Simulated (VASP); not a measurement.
# Cd (R-3m) in VASP: single point with PBE

Aim: the single point of Cd with PBE.

All numbers are computed with VASP 6.6.1; they aren't measurements. Logs are shortened: lines on timing, memory, paths and dates and some standing lists are left out, and cuts for length are marked.

### Step 1. The cell of the first run

Symmetry: R-3m, No. 166, trigonal system. Conventional cell: a = 7.203 Å, b = 7.203 Å, c = 18.425 Å, α = 90.00°, β = 90.00°, γ = 120.00°. Within 3.2 Å of Cd (site symmetry m) lie 6 Cd at 2.45 to 2.65 Å. Cd (site symmetry m) has 7 Cd at 2.61 to 2.95 Å within 3.4 Å.

### Step 2. Single point, PBE

The input, INCAR:

```
PREC     = Accurate       # precision mode
ENCUT    = 520            # plane-wave cutoff, eV
EDIFF    = 1E-6           # SCF threshold, eV
ISMEAR   = 0              # smearing method
SIGMA    = 0.1            # smearing width, eV
LREAL    = False          # projectors in reciprocal space
LASPH    = True           # aspherical terms in the spheres
NELM     = 100            # most SCF steps
ALGO     = Normal         # electronic algorithm
ISIF     = 2              # what is computed and relaxed
LWAVE    = False          # write WAVECAR
LCHARG   = False          # write CHGCAR
GGA      = PE             # functional
NBANDS   = 84             # bands
```

The input, KPOINTS:

```
regular mesh
0
Gamma
  3 3 3
```

The input, POSCAR:

```
Cd
1.0
    3.6013798690      2.0792576368      6.1418010145
   -3.6013798690      2.0792576368      6.1418010145
    0.0000000000     -4.1585152735      6.1418010145
Cd
12
Direct
    0.0101900000      0.6536100000      0.0101900000
    0.0101900000      0.0101900000      0.6536100000
    0.6536100000      0.0101900000      0.0101900000
    0.9898100000      0.3463900000      0.9898100000
    0.3463900000      0.9898100000      0.9898100000
    0.9898100000      0.9898100000      0.3463900000
    0.2211800000      0.6306000000      0.2211800000
    0.2211800000      0.2211800000      0.6306000000
    0.6306000000      0.2211800000      0.2211800000
    0.7788200000      0.3694000000      0.7788200000
    0.3694000000      0.7788200000      0.7788200000
    0.7788200000      0.7788200000      0.3694000000
```

Potentials or basis: VASP PAW PBE potentials, release 64 (Cd).

The run is started by

```bash
$ cat potpaw_PBE.64/Cd/POTCAR > POTCAR
$ mpirun -np 1 vasp_std > vasp.out
```

OUTCAR:

```text
PREC = Accurate
   ENCUT = 520
   EDIFF = 1E-6
   ISMEAR = 0
   LREAL = False
   LASPH = True
   NELM = 100
   ISIF = 2
   GGA = PE

 ion  position               nearest neighbor table
   1  0.010  0.654  0.010-   4 2.45   2 2.57   3 2.57   7 2.64  12 2.65  11 2.65
   2  0.010  0.010  0.654-   6 2.45   3 2.57   1 2.57   8 2.64  10 2.65  11 2.65
   3  0.654  0.010  0.010-   5 2.45   2 2.57   1 2.57   9 2.64  12 2.65  10 2.65
   4  0.990  0.346  0.990-   1 2.45   6 2.57   5 2.57  10 2.64   8 2.65   9 2.65
   5  0.346  0.990  0.990-   3 2.45   6 2.57   4 2.57  11 2.64   8 2.65   7 2.65
   6  0.990  0.990  0.346-   2 2.45   4 2.57   5 2.57  12 2.64   9 2.65   7 2.65
   7  0.221  0.631  0.221-  11 2.61  12 2.61   1 2.64   5 2.65   6 2.65   8 2.95   9 2.95
   8  0.221  0.221  0.631-  10 2.61  11 2.61   2 2.64   4 2.65   5 2.65   7 2.95   9 2.95
   9  0.631  0.221  0.221-  10 2.61  12 2.61   3 2.64   4 2.65   6 2.65   8 2.95   7 2.95
  10  0.779  0.369  0.779-   9 2.61   8 2.61   4 2.64   3 2.65   2 2.65  12 2.95  11 2.95
  11  0.369  0.779  0.779-   7 2.61   8 2.61   5 2.64   1 2.65   2 2.65  12 2.95  10 2.95
  12  0.779  0.779  0.369-   7 2.61   9 2.61   6 2.64   3 2.65   1 2.65  10 2.95  11 2.95

  LATTYP: Found a trigonal (rhomboedric) cell.
 ALAT       =     7.4172076270
 COS(alpha) =     0.5284942553

  Lattice vectors:

 A1 = (   3.6013798690,   2.0792576368,   6.1418010145)
 A2 = (  -3.6013798690,   2.0792576368,   6.1418010145)
 A3 = (   0.0000000000,  -4.1585152735,   6.1418010145)

Analysis of symmetry for initial positions (statically):
=====================================================================
 Subroutine PRICEL returns:
 Original cell was already a primitive cell.

 Routine SETGRP: Setting up the symmetry group for a
 trigonal (rhombohedral) supercell.

 Subroutine GETGRP returns: Found 12 space group operations
 (whereof 12 operations were pure point group operations)
 out of a pool of 12 trial point group operations.

The static configuration has the point symmetry D_3d.

Analysis of symmetry for dynamics (positions and initial velocities):
=====================================================================
 Subroutine PRICEL returns:
 Original cell was already a primitive cell.

 Routine SETGRP: Setting up the symmetry group for a
 trigonal (rhombohedral) supercell.

 Subroutine GETGRP returns: Found 12 space group operations
 (whereof 12 operations were pure point group operations)
 out of a pool of 12 trial point group operations.

[... 111 lines left out ...]
   PSTRESS=    0.0 pullay stress
   NELECT =     144.0000    total number of electrons
   NUPDOWN=      -1.0000    fix difference up-down
   EMIN   =  10.00;   EMAX   =-10.00  energy-range for DOS
   EFERMI =   0.00;   METHOD = LEGACY
   ISMEAR =     0;   SIGMA  =   0.10  broadening in eV -4-tet -1-fermi 0-gaus
   EFERMI_NEDOS =   21; number of points for ismear=-14 and -15
   IALGO  =     38    algorithm
   IMIX   =      4    mixing-type and parameters
     AMIX     =   0.40;   BMIX     =  1.00
     AMIX_MAG =   1.60;   BMIX_MAG =  1.00
  volume/ion in A,a.u.               =      23.00       155.18
  Fermi-wavevector in a.u.,A,eV,Ry     =   1.318017  2.490690 23.635606  1.737168
  Thomas-Fermi vector in A             =   2.448017
   LORBIT       =      0    0 simple, 1 ext, 2 COOP (PROOUT), +10 PAW based schemes
   GGA     = PE    functional components
   LHFCALC =     F    Hartree Fock is set to
   AEXX    =    0.0000 exact exchange contribution
   IVDW    =     0    specifies the selected vdW correction
   LEPSILON=     F    determine dielectric tensor
   LRPA    =     F    only Hartree local field effects (RPA)
 non-spin polarized calculation
 Gauss-broadening in eV      SIGMA  =   0.10
  energy-cutoff  :      520.00
  volume of cell :      275.95
 maximum number of plane-waves:      7469
   NGX = 27   NGY = 27   NGZ = 27

 number of electron     144.0000003 magnetization

 Free energy of the ion-electron system (eV)
  ---------------------------------------------------
  ext. energy  EPLUGINS =         0.00000000
  ---------------------------------------------------
  free energy    TOTEN  =         1.77625964 eV

  energy without entropy =        1.82609150  energy(sigma->0) =        1.80117557

 E-fermi :   2.5771     XC(G=0): -10.3183

 val. band max:        2.5120661976   @ k =   0.3333   0.3333   0.0000
 cond. band min:       2.5930965533   @ k =   0.3333   0.0000   0.0000
 fundamental gap:      0.0810303557
 Fermi energy:         2.5771416328

 k-point     1 :       0.0000    0.0000    0.0000
  band No.  band energies     occupation
      1      -8.9200      2.00000
      2      -8.6658      2.00000
      3      -8.4636      2.00000
      4      -8.4636      2.00000
      5      -8.2502      2.00000
      6      -8.2502      2.00000
[... 511 lines left out ...]
     83       7.3205      0.00000
     84       7.3635      0.00000

------------------------ aborting loop because EDIFF is reached ----------------------------------------

  FORCE on cell =-STRESS in cart. coord.  units (eV):
  Direction    XX          YY          ZZ          XY          YZ          ZX
  --------------------------------------------------------------------------------------
  -------------------------------------------------------------------------------------
  Total       42.8478759     42.8478759     54.4920154      0.0000000      0.0000000     -0.0000000
  in kB      248.7801068    248.7801068    316.3874319      0.0000000      0.0000000     -0.0000000
  external PRESSURE =     271.3158818 kB  Pullay stress =       0.0000000 kB

 VOLUME and BASIS-vectors are now :
 -----------------------------------------------------------------------------
  energy-cutoff  :      520.00
  volume of cell :      275.95
      direct lattice vectors                 reciprocal lattice vectors
     3.601379869  2.079257637  6.141801015     0.138835674  0.080156814  0.054272897
    -3.601379869  2.079257637  6.141801015    -0.138835674  0.080156814  0.054272897
     0.000000000 -4.158515273  6.141801015     0.000000000 -0.160313627  0.054272897

 POSITION                                       TOTAL-FORCE (eV/Angst)
 -----------------------------------------------------------------------------------
     -2.31720      1.33784      4.13951         1.494095     -0.862616     -0.654618
      0.00000     -2.67567      4.13951        -0.000000      1.725233     -0.654618
      2.31720      1.33784      4.13951        -1.494095     -0.862616     -0.654618
      2.31720     -1.33784     14.28589        -1.494095      0.862616      0.654618
     -2.31720     -1.33784     14.28589         1.494095      0.862616      0.654618
      0.00000      2.67567     14.28589        -0.000000     -1.725233      0.654618
     -1.47448      0.85129      6.58991         3.346832     -1.932294      0.807833
      0.00000     -1.70258      6.58991        -0.000000      3.864589      0.807833
      1.47448      0.85129      6.58991        -3.346832     -1.932294      0.807833
      1.47448     -0.85129     11.83550        -3.346832      1.932294     -0.807833
     -1.47448     -0.85129     11.83550         3.346832      1.932294     -0.807833
      0.00000      1.70258     11.83550        -0.000000     -3.864589     -0.807833
 -----------------------------------------------------------------------------------
    total drift:                               -0.000000     -0.000000      0.000000

  FREE ENERGIE OF THE ION-ELECTRON SYSTEM (eV)
  ---------------------------------------------------
  free  energy   TOTEN  =         1.7762596429 eV

  energy  without entropy=        1.8260914993  energy(sigma->0) =        1.80117557
```

OSZICAR:

```text
N       E                     dE             d eps       ncg     rms          rms(c)
DAV:   1     0.128163522935E+04    0.12816E+04   -0.77151E+04  1008   0.172E+03
DAV:   2     0.477930914423E+02   -0.12338E+04   -0.11996E+04  1020   0.472E+02
DAV:   3     0.104316880044E+01   -0.46750E+02   -0.46114E+02  1096   0.106E+02
DAV:   4     0.735829992960E+00   -0.30734E+00   -0.30636E+00  1064   0.734E+00
DAV:   5     0.734265624536E+00   -0.15644E-02   -0.15643E-02  1100   0.439E-01    0.199E+01
DAV:   6     0.164883985524E+01    0.91457E+00   -0.24427E+00  1100   0.933E+00    0.140E+01
DAV:   7     0.176525747299E+01    0.11642E+00   -0.52390E-01  1076   0.338E+00    0.355E+00
DAV:   8     0.177674159659E+01    0.11484E-01   -0.79434E-02  1040   0.190E+00    0.421E-01
DAV:   9     0.177652738884E+01   -0.21421E-03   -0.88566E-04  1096   0.256E-01    0.169E-01
DAV:  10     0.177627101128E+01   -0.25638E-03   -0.39303E-04  1044   0.822E-02    0.962E-02
DAV:  11     0.177626207490E+01   -0.89364E-05   -0.75833E-05  1096   0.532E-02    0.134E-02
DAV:  12     0.177626046614E+01   -0.16088E-05   -0.44837E-06   768   0.761E-03    0.332E-03
DAV:  13     0.177625964286E+01   -0.82328E-06   -0.14407E-06   728   0.340E-03
   1 F= 0.17762596E+01 E0= 0.18011756E+01  d E =-.498319E-01
```

stdout:

```text
POSCAR found type information on POSCAR Cd
 POSCAR found :  1 types and      12 ions
 scaLAPACK will be used
 LDA part: xc-table for (Slater+PW92), standard interpolation
 POSCAR, INCAR and KPOINTS ok, starting setup
 FFT: planning ... GRIDC
 FFT: planning ... GRID_SOFT
 FFT: planning ... GRID
 WAVECAR not read
 entering main loop
```

Run time: 2.6 min. Hardware: 1 thread of Intel Xeon Platinum 8488C (Sapphire Rapids), shared host; peak memory 0.44 GiB.

Results:

| Quantity | Value |
| --- | --- |
| Free energy | 1.7763 eV |
| Pressure | 27.1 GPa |
| Largest force | 3.948 eV/Å |
| Band gap on the k mesh | zero (bands 72 and 73 overlap by 0.75 eV) |

Forces in eV/Å, atoms in the order of the input:
```
Cd   1.494 -0.863 -0.655
Cd   0.000  1.725 -0.655
Cd  -1.494 -0.863 -0.655
Cd  -1.494  0.863  0.655
Cd   1.494  0.863  0.655
Cd   0.000 -1.725  0.655
Cd   3.347 -1.932  0.808
Cd   0.000  3.865  0.808
Cd  -3.347 -1.932  0.808
Cd  -3.347  1.932 -0.808
Cd   3.347  1.932 -0.808
Cd   0.000 -3.865 -0.808
```

Stress tensor (GPa, compression positive):
```
24.88  0.00  0.00
 0.00 24.88  0.00
 0.00  0.00 31.64
```

Levels at points of the mesh, in eV from the Fermi level:
| k point | band 69 | band 70 | band 71 | band 72 | band 73 | band 74 | band 75 | band 76 |
| --- | --- | --- | --- | --- | --- | --- | --- | --- |
| (0.00, 0.00, 0.00) | -2.75 | -2.75 | -2.42 | -1.56 | -0.58 | -0.58 | 1.62 | 2.26 |

Caveat: the cell stands under pressure; forces of over 1 eV/Å act on the atoms, so gaps and moduli don't describe the material at rest.
